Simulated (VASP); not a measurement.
A run of VASP 6.6.1 is set up as follows.

File INCAR:

```
PREC = Accurate
ENCUT = 520
EDIFF = 1E-6
ISMEAR = 0
SIGMA = 0.2
LREAL = F
LASPH = T
NELM = 100
ALGO = Normal
ISIF = 2
LWAVE = F
LCHARG = F
GGA = PE
NBANDS = 13
```

KPOINTS

```
Automatic mesh
0
Gamma
  11 11 11
```

Contents of POSCAR:

```
Pb
1.0
    0.0000000000      2.5175937382      2.5175937382
    2.5175937382      0.0000000000      2.5175937382
    2.5175937382      2.5175937382      0.0000000000
Pb
1
Direct
    0.0000000000      0.0000000000      0.0000000000
```

Potentials or basis: VASP PAW PBE potentials, release 64 (Pb_d).

The run is started by

```sh
$ cat potpaw_PBE.64/Pb_d/POTCAR > POTCAR
$ mpirun -np 1 vasp_std > vasp.out
```

**Question.** Estimate the band gap on the k mesh.

**Answer.** Zero (band 7 reaches 13.74 eV, above the bottom of band 8 at 5.37 eV).

**Question.** Estimate the pressure.

**Answer.** -0.1 GPa.

Caveat: spin-orbit coupling is left out, which moves the levels of the heavy elements.
